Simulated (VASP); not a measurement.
# HgTe in VASP: a series of runs

Runs on HgTe. Level: PBE. Tasks: electric field gradients.

Everything below comes from runs of VASP 6.6.1. Logs are shortened: lines on timing, memory, paths and dates and some standing lists are left out, and cuts for length are marked.

### Step 1. The cell of the first run

Symmetry: Fm-3m, No. 225, cubic system. The conventional cell has a = 5.920 Å, b = 5.920 Å, c = 5.920 Å, α = 90.00°, β = 90.00°, γ = 90.00°. Hg (site symmetry m-3m) has 6 Te at 2.96 Å within 3.9 Å. Within 3.9 Å of Te (site symmetry m-3m) lie 6 Hg at 2.96 Å.

### Step 2. Electric field gradients, PBE (volume scaled by 1.04)

Contents of INCAR:

```
SYSTEM = HgTe
ALGO     = Normal         ! electronic algorithm
EDIFF    = 1E-8           ! SCF threshold, eV
ENCUT    = 520            ! plane-wave cutoff, eV
GGA      = PE             ! functional
ISIF     = 2              ! what is computed and relaxed
ISMEAR   = -1             ! smearing method
LASPH    = .TRUE.         ! aspherical terms in the spheres
LCHARG   = .FALSE.        ! write CHGCAR
LEFG     = .TRUE.       
LREAL    = .FALSE.        ! projectors in reciprocal space
LWAVE    = .FALSE.        ! write WAVECAR
NBANDS   = 16             ! bands
NELM     = 60             ! most SCF steps
PREC     = Accurate       ! precision mode
SIGMA    = 0.08           ! smearing width, eV
```

Contents of KPOINTS:

```
k-points
0
G
  12 12 12
  0 0 0
```

Contents of POSCAR:

```
HgTe
1.0
    0.0000000000      2.9599451983      2.9599451983
    2.9599451983      0.0000000000      2.9599451983
    2.9599451983      2.9599451983      0.0000000000
Hg Te
1 1
Direct
    0.0000000000      0.0000000000      0.0000000000
    0.5000000000      0.5000000000      0.5000000000
```

Potentials or basis: VASP PAW PBE potentials, release 64 (Hg, Te).

Run with:

```bash
> cat potpaw_PBE.64/Hg/POTCAR potpaw_PBE.64/Te/POTCAR > POTCAR
> mpirun -np 1 vasp_std > vasp.out
```

OUTCAR:

```text
SYSTEM = HgTe
   EDIFF = 1E-8
   ENCUT = 520
   GGA = PE
   ISIF = 2
   ISMEAR = -1
   LASPH = .TRUE.
   LREAL = .FALSE.
   NELM = 60
   PREC = Accurate

 ion  position               nearest neighbor table
   1  0.000  0.000  0.000-   2 2.96   2 2.96   2 2.96   2 2.96   2 2.96   2 2.96
   2  0.500  0.500  0.500-   1 2.96   1 2.96   1 2.96   1 2.96   1 2.96   1 2.96

  LATTYP: Found a face centered cubic cell.
 ALAT       =     5.9198903966

  Lattice vectors:

 A1 = (   0.0000000000,   2.9599451983,   2.9599451983)
 A2 = (   2.9599451983,   0.0000000000,   2.9599451983)
 A3 = (   2.9599451983,   2.9599451983,   0.0000000000)

Analysis of symmetry for initial positions (statically):
=====================================================================
 Subroutine PRICEL returns:
 Original cell was already a primitive cell.

 Routine SETGRP: Setting up the symmetry group for a
 face centered cubic supercell.

 Subroutine GETGRP returns: Found 48 space group operations
 (whereof 48 operations were pure point group operations)
 out of a pool of 48 trial point group operations.

The static configuration has the point symmetry O_h .

Analysis of symmetry for dynamics (positions and initial velocities):
=====================================================================
 Subroutine PRICEL returns:
 Original cell was already a primitive cell.

 Routine SETGRP: Setting up the symmetry group for a
 face centered cubic supercell.

 Subroutine GETGRP returns: Found 48 space group operations
 (whereof 48 operations were pure point group operations)
 out of a pool of 48 trial point group operations.

The dynamic configuration has the point symmetry O_h .

 Subroutine INISYM returns: Found 48 space group operations
 (whereof 48 operations are pure point group operations),
 and found     1 'primitive' translations

----------------------------------------------------------------------------------------

                                     Primitive cell

  volume of cell :      51.8658

  direct lattice vectors                    reciprocal lattice vectors
     0.000000000  2.959945198  2.959945198    -0.168922046  0.168922046  0.168922046
     2.959945198  0.000000000  2.959945198     0.168922046 -0.168922046  0.168922046
     2.959945198  2.959945198  0.000000000     0.168922046  0.168922046 -0.168922046

  length of vectors
     4.185994643  4.185994643  4.185994643     0.292581567  0.292581567  0.292581567

  position of ions in fractional coordinates (direct lattice)
     0.000000000  0.000000000  0.000000000
     0.500000000  0.500000000  0.500000000

  ion indices of the primitive-cell ions
   primitive index   ion index
                 1           1
                 2           2

----------------------------------------------------------------------------------------

 KPOINTS: k-points

Automatic generation of k-mesh.
 Grid dimensions read from file:
 generate k-points for:   12   12   12

 Generating k-lattice:

  Cartesian coordinates                     Fractional coordinates (reciprocal lattice)
    -0.014076837  0.014076837  0.014076837     0.083333333  0.000000000  0.000000000
     0.014076837 -0.014076837  0.014076837     0.000000000  0.083333333  0.000000000
     0.014076837  0.014076837 -0.014076837     0.000000000  0.000000000  0.083333333

  Length of vectors
     0.024381797  0.024381797  0.024381797

  Shift w.r.t. Gamma in fractional coordinates (k-lattice)
     0.000000000  0.000000000  0.000000000

 Subroutine IBZKPT returns following result:
 ===========================================

 Found     72 irreducible k-points:

 Following reciprocal coordinates:
            Coordinates               Weight
  0.000000  0.000000  0.000000      1.000000
  0.083333  0.000000  0.000000      8.000000
  0.166667  0.000000  0.000000      8.000000
  0.250000  0.000000  0.000000      8.000000
  0.333333  0.000000  0.000000      8.000000
  0.416667  0.000000  0.000000      8.000000
[... 16 lines left out ...]
  0.500000  0.166667  0.000000     24.000000
 -0.416667  0.166667  0.000000     24.000000
 [... further k-points ...]
   k-points           NKPTS =     72   k-points in BZ     NKDIM =     72   number of bands    NBANDS=     16
   number of dos      NEDOS =    301   number of ions     NIONS =      2
   total plane-waves  NPLWV =  32768
   dimension x,y,z NGX =    32 NGY =   32 NGZ =   32
   dimension x,y,z NGXF=    64 NGYF=   64 NGZF=   64
   ions per type =               1   1
   NGX,Y,Z   is equivalent  to a cutoff of  12.71, 12.71, 12.71 a.u.
   NGXF,Y,Z  is equivalent  to a cutoff of  25.42, 25.42, 25.42 a.u.
 SYSTEM =  HgTe
   PREC   = accura    normal or accurate (medium, high low for compatibility)
   ISTART =      0    job   : 0-new  1-cont  2-samecut
   ICHARG =      2    charge: 1-file 2-atom 10-const
   ISPIN  =      1    spin polarized calculation?
   LNONCOLLINEAR =      F non collinear calculations
   LSORBIT =      F    spin-orbit coupling
   LASPH  =      T    aspherical Exc in radial PAW
   ENCUT  =  520.0 eV  38.22 Ry    6.18 a.u.   7.78  7.78  7.78*2*pi/ulx,y,z
   NELM   =     60;   NELMIN=  2; NELMDL= -5     # of ELM steps
   EDIFF  = 0.1E-07   stopping-criterion for ELM
   LREAL  =      F    real-space projection
   EDIFFG = 0.1E-06   stopping-criterion for IOM
   NSW    =      0    number of steps for IOM
   IBRION =     -1    ionic relax: 0-MD 1-quasi-New 2-CG
   NFREE  =      0    steps in history (QN), initial steepest desc. (CG)
   ISIF   =      2    stress and relaxation
   ISYM   =      2    0-nonsym 1-usesym 2-fastsym
   POTIM  = 0.5000    time-step for ionic-motion
   TEBEG  =    0.0;   TEEND  =   0.0 temperature during run
   PSTRESS=    0.0 pullay stress
   NELECT =      18.0000    total number of electrons
   NUPDOWN=      -1.0000    fix difference up-down
   EMIN   =  10.00;   EMAX   =-10.00  energy-range for DOS
   EFERMI =   0.00;   METHOD = LEGACY
   ISMEAR =    -1;   SIGMA  =   0.08  broadening in eV -4-tet -1-fermi 0-gaus
   EFERMI_NEDOS =   21; number of points for ismear=-14 and -15
   IALGO  =     38    algorithm
   IMIX   =      4    mixing-type and parameters
     AMIX     =   0.40;   BMIX     =  1.00
     AMIX_MAG =   1.60;   BMIX_MAG =  1.00
  volume/ion in A,a.u.               =      25.93       175.00
  Fermi-wavevector in a.u.,A,eV,Ry     =   1.150461  2.174057 18.008142  1.323561
  Thomas-Fermi vector in A             =   2.287125
   LORBIT       =      0    0 simple, 1 ext, 2 COOP (PROOUT), +10 PAW based schemes
   GGA     = PE    functional components
   LHFCALC =     F    Hartree Fock is set to
   AEXX    =    0.0000 exact exchange contribution
   IVDW    =     0    specifies the selected vdW correction
   LEPSILON=     F    determine dielectric tensor
   LRPA    =     F    only Hartree local field effects (RPA)
 non-spin polarized calculation
  energy-cutoff  :      520.00
  volume of cell :       51.87
 maximum number of plane-waves:      1411
   NGX = 15   NGY = 15   NGZ = 15

 number of electron      17.9999998 magnetization

 Free energy of the ion-electron system (eV)
  ---------------------------------------------------
  ext. energy  EPLUGINS =         0.00000000
  ---------------------------------------------------
  free energy    TOTEN  =        -3.22974177 eV

  energy without entropy =       -3.20564084  energy(sigma->0) =       -3.21769131

 E-fermi :   5.4370     XC(G=0): -10.3108

 val. band max:        5.3654231957   @ k =   0.4167   0.0833   0.0000
 cond. band min:       5.4509159540   @ k =   0.4167   0.2500   0.0000
 fundamental gap:      0.0854927583
 Fermi energy:         5.4369717658

 k-point     1 :       0.0000    0.0000    0.0000
  band No.  band energies     occupation
      1      -7.2558      2.00000
      2      -1.6229      2.00000
      3      -1.6229      2.00000
      4      -1.5600      2.00000
      5      -1.5600      2.00000
      6      -1.5600      2.00000
[... 8 lines left out ...]
     15      13.4357      0.00000
     16      13.4357      0.00000

 k-point     2 :       0.0833    0.0000    0.0000
  band No.  band energies     occupation
      1      -7.1847      2.00000
      2      -1.6517      2.00000
      3      -1.6517      2.00000
      4      -1.5710      2.00000
      5      -1.5493      2.00000
      6      -1.5493      2.00000
[... 8 lines left out ...]
     15      13.5125      0.00000
     16      13.5125      0.00000
[... 387 lines left out ...]
      5      -1.3405      2.00000
      6      -1.3287      2.00000
[... 8 lines left out ...]
     15      16.7616      0.00000
     16      17.3157      0.00000

 k-point    24 :      -0.4167    0.1667    0.0000
  band No.  band energies     occupation
      1      -5.7767      2.00000
      2      -2.0986      2.00000
      3      -1.9950      2.00000
      4      -1.7872      2.00000
      5      -1.3446      2.00000
      6      -1.3124      2.00000
[... 8 lines left out ...]
     15      15.7702      0.00000
     16      16.4552      0.00000

 [... further k-points ...]
[... 5 lines left out ...]
  --------------------------------------------------------------------------------------
  -------------------------------------------------------------------------------------
  Total        2.3182589      2.3182589      2.3182589     -0.0000000      0.0000000      0.0000000
  in kB       71.6129416     71.6129416     71.6129416     -0.0000000      0.0000000      0.0000000
  external PRESSURE =      71.6129416 kB  Pullay stress =       0.0000000 kB

 VOLUME and BASIS-vectors are now :
 -----------------------------------------------------------------------------
  energy-cutoff  :      520.00
  volume of cell :       51.87
      direct lattice vectors                 reciprocal lattice vectors
     0.000000000  2.959945198  2.959945198    -0.168922046  0.168922046  0.168922046
     2.959945198  0.000000000  2.959945198     0.168922046 -0.168922046  0.168922046
     2.959945198  2.959945198  0.000000000     0.168922046  0.168922046 -0.168922046

 POSITION                                       TOTAL-FORCE (eV/Angst)
 -----------------------------------------------------------------------------------
      0.00000      0.00000      0.00000        -0.000000     -0.000000      0.000000
      2.95995      2.95995      2.95995         0.000000      0.000000     -0.000000
 -----------------------------------------------------------------------------------
    total drift:                                0.000000     -0.000000     -0.000000

  FREE ENERGIE OF THE ION-ELECTRON SYSTEM (eV)
  ---------------------------------------------------
  free  energy   TOTEN  =        -3.2297417690 eV

  energy  without entropy=       -3.2056408436  energy(sigma->0) =       -3.21769131

 Electric field gradients (V/A^2)
---------------------------------------------------------------------
 ion       V_xx      V_yy      V_zz      V_xy      V_xz      V_yz
---------------------------------------------------------------------
   1       0.000    -0.000    -0.000     0.001     0.001     0.001
   2       0.000    -0.000     0.000    -0.000    -0.000    -0.000
---------------------------------------------------------------------

 Electric field gradients after diagonalization (V/A^2)
 (convention: |V_zz| > |V_xx| > |V_yy|)
----------------------------------------------------------------------
 ion       V_xx      V_yy      V_zz     asymmetry (V_yy - V_xx)/ V_zz
----------------------------------------------------------------------
   1      -0.001    -0.001     0.001       0.000
   2       0.000     0.000    -0.000       0.000
----------------------------------------------------------------------

           NMR quadrupolar parameters

 Cq : quadrupolar parameter    Cq=e*Q*V_zz/h
 eta: asymmetry parameters     (V_yy - V_xx)/ V_zz
 Q  : nuclear electric quadrupole moment in mb (millibarn)
----------------------------------------------------------------------
 ion       Cq(MHz)       eta       Q (mb)
----------------------------------------------------------------------
   1       0.000       0.000       1.000
   2      -0.000       0.000       1.000
----------------------------------------------------------------------
```

It took 32 s on 1 thread of AMD EPYC 9R45 (Zen 5), shared host; peak memory 0.19 GiB.

Results:

| Item | Value |
| --- | --- |
| Free energy | -3.2297 eV |
| Pressure | 7.2 GPa |
| Band gap on the k mesh | zero (band 9 reaches 5.82 eV, above the bottom of band 10 at 2.81 eV) |

Levels at points of the mesh, in eV from the Fermi level:
```
           k point  band 7  band 8  band 9  band 10  band 11  band 12
(0.00, 0.00, 0.00)   -0.83   -0.83   -0.83    -0.54     7.70     7.70
(0.50, 0.00, 0.00)   -5.88    0.39    0.39     2.54     3.84     3.84
(0.50, 0.50, 0.00)   -4.87   -2.86   -2.63    -2.63     4.73     9.68
```

Caveat: without QUAD_EFG the Cq values of the log hold for a quadrupole moment of 1 mb, not for the nuclei; spin-orbit coupling is left out, which moves the levels of the heavy elements.

[end of part 1 of 3]
